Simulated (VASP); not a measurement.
# TaN (P-6m2) in VASP: electric field gradients with r2SCAN

Aim: the electric field gradients of TaN with r2SCAN.

All numbers are computed with VASP 6.6.1; they aren't measurements. Logs are shortened: lines on timing, memory, paths and dates and some standing lists are left out, and cuts for length are marked.

### Step 1. The cell of the first run

Symmetry: P-6m2, No. 187, hexagonal system. The conventional cell has a = 2.940 Å, b = 2.940 Å, c = 2.890 Å, α = 90.00°, β = 90.00°, γ = 120.00°. Within 3.0 Å of Ta (site symmetry -6m2) lie 6 N at 2.23 Å and 8 Ta at 2.89 to 2.94 Å. Within 3.0 Å of N (site symmetry -6m2) lie 6 Ta at 2.23 Å and 8 N at 2.89 to 2.94 Å.

### Step 2. Electric field gradients, r2SCAN

File POSCAR:

```
TaN
1.0
    2.9399421781      0.0000000000      0.0000000000
   -1.4699710891      2.5460646119      0.0000000000
    0.0000000000      0.0000000000      2.8901750800
Ta N
1 1
Direct
    0.0000000000      0.0000000000      0.5000000000
    0.6666666667      0.3333333333      0.0000000000
```

File INCAR.step1:

```
SYSTEM = TaN
PREC     = Accurate       ! precision mode
ENCUT    = 580            ! plane-wave cutoff, eV
ISMEAR   = -1             ! smearing method
SIGMA    = 0.05           ! smearing width, eV
LREAL    = .FALSE.        ! projectors in reciprocal space
LASPH    = .TRUE.         ! aspherical terms in the spheres
NELM     = 120            ! most SCF steps
NBANDS   = 16             ! bands
GGA      = PE             ! functional
ALGO     = Normal         ! electronic algorithm
EDIFF    = 1E-5           ! SCF threshold, eV
LWAVE    = .TRUE.         ! write WAVECAR
LCHARG   = .FALSE.        ! write CHGCAR
GGA_COMPAT= .FALSE.
```

File INCAR.step2:

```
SYSTEM = TaN
PREC     = Accurate       ! precision mode
ENCUT    = 580            ! plane-wave cutoff, eV
EDIFF    = 1E-8           ! SCF threshold, eV
ISMEAR   = -1             ! smearing method
SIGMA    = 0.05           ! smearing width, eV
LREAL    = .FALSE.        ! projectors in reciprocal space
LASPH    = .TRUE.         ! aspherical terms in the spheres
NELM     = 120            ! most SCF steps
ALGO     = Normal         ! electronic algorithm
ISIF     = 2              ! what is computed and relaxed
LWAVE    = .FALSE.        ! write WAVECAR
LCHARG   = .FALSE.        ! write CHGCAR
METAGGA  = R2SCAN         ! meta-GGA
LMIXTAU  = .TRUE.       
LEFG     = .TRUE.       
NBANDS   = 16             ! bands
ISTART   = 1            
GGA_COMPAT= .FALSE.
```

File KPOINTS:

```
regular mesh
0
G
  13 13 11
  0 0 0
```

Potentials or basis: VASP PAW PBE potentials, release 64 (Ta_sv_GW, N).

Run with:

```sh
cat potpaw_PBE.64/Ta_sv_GW/POTCAR potpaw_PBE.64/N/POTCAR > POTCAR
cp INCAR.step1 INCAR
mpirun -np 1 vasp_std > vasp.out
cp INCAR.step2 INCAR
mpirun -np 1 vasp_std > vasp.out
```

OUTCAR:

```text
SYSTEM = TaN
   PREC = Accurate
   ENCUT = 580
   EDIFF = 1E-8
   ISMEAR = -1
   LREAL = .FALSE.
   LASPH = .TRUE.
   NELM = 120
   ISIF = 2
   METAGGA = R2SCAN
   ISTART = 1

 ion  position               nearest neighbor table
   1  0.000  0.000  0.500-   2 2.23   2 2.23   2 2.23   2 2.23   2 2.23   2 2.23
   2  0.667  0.333  0.000-   1 2.23   1 2.23   1 2.23   1 2.23   1 2.23   1 2.23

  LATTYP: Found a hexagonal cell.
 ALAT       =     2.9399421781
 C/A-ratio  =     0.9830720827

  Lattice vectors:

 A1 = (   2.9399421781,   0.0000000000,   0.0000000000)
 A2 = (  -1.4699710891,   2.5460646119,   0.0000000000)
 A3 = (   0.0000000000,   0.0000000000,   2.8901750800)

Analysis of symmetry for initial positions (statically):
=====================================================================
 Subroutine PRICEL returns:
 Original cell was already a primitive cell.

 Routine SETGRP: Setting up the symmetry group for a
 hexagonal supercell.

 Subroutine GETGRP returns: Found 12 space group operations
 (whereof 12 operations were pure point group operations)
 out of a pool of 24 trial point group operations.

The static configuration has the point symmetry D_3h.

Analysis of symmetry for dynamics (positions and initial velocities):
=====================================================================
 Subroutine PRICEL returns:
 Original cell was already a primitive cell.

 Routine SETGRP: Setting up the symmetry group for a
 hexagonal supercell.

 Subroutine GETGRP returns: Found 12 space group operations
 (whereof 12 operations were pure point group operations)
 out of a pool of 24 trial point group operations.

The dynamic configuration has the point symmetry D_3h.

 Subroutine INISYM returns: Found 12 space group operations
 (whereof 12 operations are pure point group operations),
 and found     1 'primitive' translations

----------------------------------------------------------------------------------------

                                     Primitive cell

  volume of cell :      21.6338

  direct lattice vectors                    reciprocal lattice vectors
[... 124 lines left out ...]

 number of electron      17.9999999 magnetization

 Free energy of the ion-electron system (eV)
  ---------------------------------------------------
  ext. energy  EPLUGINS =         0.00000000
  ---------------------------------------------------
  free energy    TOTEN  =       -62.96005276 eV

  energy without entropy =      -62.95965011  energy(sigma->0) =      -62.95985144

 E-fermi :  12.3746     XC(G=0): -14.6201

 val. band max:       12.2995555911   @ k =   0.0000   0.0000   0.4545
 cond. band min:      12.5053772566   @ k =   0.0769   0.0000   0.4545
 fundamental gap:      0.2058216655
 Fermi energy:        12.3745567742

 k-point     1 :       0.0000    0.0000    0.0000
  band No.  band energies     occupation
      1     -58.2490      2.00000
      2     -23.8010      2.00000
      3     -23.5394      2.00000
      4     -23.5394      2.00000
      5      -6.4022      2.00000
      6       7.5652      2.00000
[... 433 lines left out ...]
      3     -23.7708      2.00000
      4     -23.5851      2.00000
      5      -5.8008      2.00000
      6       6.4576      2.00000
[... 8 lines left out ...]
     15      25.9771      0.00000
     16      30.0952      0.00000

 [... further k-points ...]

------------------------ aborting loop because EDIFF is reached ----------------------------------------

  FORCE on cell =-STRESS in cart. coord.  units (eV):
  Direction    XX          YY          ZZ          XY          YZ          ZX
  --------------------------------------------------------------------------------------
  -------------------------------------------------------------------------------------
  Total       -0.2244341     -0.2244341     -0.2801302      0.0000000     -0.0000000      0.0000000
  in kB      -16.6213817    -16.6213817    -20.7461786      0.0000000     -0.0000000      0.0000000
  external PRESSURE =     -17.9963140 kB  Pullay stress =       0.0000000 kB

 VOLUME and BASIS-vectors are now :
 -----------------------------------------------------------------------------
  energy-cutoff  :      580.00
  volume of cell :       21.63
      direct lattice vectors                 reciprocal lattice vectors
     2.939942178  0.000000000  0.000000000     0.340142744  0.196381505  0.000000000
    -1.469971089  2.546064612  0.000000000     0.000000000  0.392763010  0.000000000
     0.000000000  0.000000000  2.890175080     0.000000000  0.000000000  0.345999800

 POSITION                                       TOTAL-FORCE (eV/Angst)
 -----------------------------------------------------------------------------------
      0.00000      0.00000      1.44509        -0.000000      0.000000      0.000000
      1.46997      0.84869      0.00000         0.000000      0.000000      0.000000
 -----------------------------------------------------------------------------------
    total drift:                               -0.000000      0.000000      0.000000

  FREE ENERGIE OF THE ION-ELECTRON SYSTEM (eV)
  ---------------------------------------------------
  free  energy   TOTEN  =       -62.9600527592 eV

  energy  without entropy=      -62.9596501119  energy(sigma->0) =      -62.95985144

 Electric field gradients (V/A^2)
---------------------------------------------------------------------
 ion       V_xx      V_yy      V_zz      V_xy      V_xz      V_yz
---------------------------------------------------------------------
   1     -11.758   -11.758    23.515     0.000    -0.000     0.000
   2      -0.326    -0.325     0.650     0.001     0.000    -0.000
---------------------------------------------------------------------

 Electric field gradients after diagonalization (V/A^2)
 (convention: |V_zz| > |V_xx| > |V_yy|)
----------------------------------------------------------------------
 ion       V_xx      V_yy      V_zz     asymmetry (V_yy - V_xx)/ V_zz
----------------------------------------------------------------------
   1     -11.758   -11.758    23.515       0.000
   2      -0.326    -0.324     0.650       0.003
----------------------------------------------------------------------

           NMR quadrupolar parameters

 Cq : quadrupolar parameter    Cq=e*Q*V_zz/h
 eta: asymmetry parameters     (V_yy - V_xx)/ V_zz
 Q  : nuclear electric quadrupole moment in mb (millibarn)
----------------------------------------------------------------------
 ion       Cq(MHz)       eta       Q (mb)
----------------------------------------------------------------------
   1       0.057       0.000       1.000
   2       0.002       0.003       1.000
----------------------------------------------------------------------
```

OUTCAR.step1:

```text
SYSTEM = TaN
   PREC = Accurate
   ENCUT = 580
   ISMEAR = -1
   LREAL = .FALSE.
   LASPH = .TRUE.
[... 678 lines left out ...]
      0.00000      0.00000      1.44509         0.000000      0.000000      0.000000
      1.46997      0.84869      0.00000        -0.000000      0.000000      0.000000
 -----------------------------------------------------------------------------------
    total drift:                               -0.000000      0.000000      0.000000

  FREE ENERGIE OF THE ION-ELECTRON SYSTEM (eV)
  ---------------------------------------------------
  free  energy   TOTEN  =       -24.9615304853 eV

  energy  without entropy=      -24.9609353880  energy(sigma->0) =      -24.96123294
```

OSZICAR.step1:

```text
N       E                     dE             d eps       ncg     rms          rms(c)
DAV:   1     0.116798122422E+03    0.11680E+03   -0.12119E+04  4064   0.124E+03
DAV:   2    -0.231631488653E+02   -0.13996E+03   -0.13578E+03  5664   0.331E+02
DAV:   3    -0.285333739152E+02   -0.53702E+01   -0.53646E+01  4880   0.599E+01
DAV:   4    -0.286454021374E+02   -0.11203E+00   -0.11203E+00  5704   0.591E+00
DAV:   5    -0.286494239854E+02   -0.40218E-02   -0.40218E-02  4904   0.780E-01    0.552E+01
DAV:   6    -0.251003298868E+02    0.35491E+01   -0.74388E+00  4776   0.240E+01    0.585E+01
DAV:   7    -0.250078983975E+02    0.92431E-01   -0.51267E-01  4224   0.584E+00    0.264E+01
DAV:   8    -0.249627903800E+02    0.45108E-01   -0.12953E-01  5216   0.290E+00    0.650E+00
DAV:   9    -0.249615652487E+02    0.12251E-02   -0.10609E-02  5024   0.976E-01    0.699E-01
DAV:  10    -0.249615023079E+02    0.62941E-04   -0.15798E-03  4360   0.410E-01    0.252E-01
DAV:  11    -0.249615335360E+02   -0.31228E-04   -0.92091E-05  4960   0.108E-01    0.220E-01
DAV:  12    -0.249615304853E+02    0.30507E-05   -0.84996E-06  2640   0.309E-02
   1 F= -.24961530E+02 E0= -.24961233E+02  d E =-.595097E-03
```

It took 63 s on 1 thread of Intel Xeon 6975P-C (Granite Rapids), shared host; peak memory 0.19 GiB.

What came out:

| Item | Value |
| --- | --- |
| Free energy | -62.9601 eV |
| Pressure | -1.8 GPa |
| Band gap on the k mesh | zero (bands 9 and 10 overlap by 0.21 eV) |
| Largest electric field gradient by atom | Ta +23.5; N +0.7 V/Å² |

Levels at points of the mesh, in eV from the Fermi level:
| k point | band 7 | band 8 | band 9 | band 10 | band 11 | band 12 |
| --- | --- | --- | --- | --- | --- | --- |
| (0.00, 0.00, 0.00) | -4.81 | -4.39 | -3.19 | 2.43 | 3.69 | 3.69 |

Electric field gradients, principal values (V/Å²):
```
atom    least   middle  greatest (by size)
1 Ta  -11.758  -11.758              23.515
 2 N   -0.324   -0.326               0.650
```

Caveat: without QUAD_EFG the Cq values of the log hold for a quadrupole moment of 1 mb, not for the nuclei; the PAW data sets were made with another functional, which shifts forces and pressure a little; spin-orbit coupling is left out, which moves the levels of the heavy elements.

The gap in the log of VASP goes by the Fermi energy; the results here count the filled bands.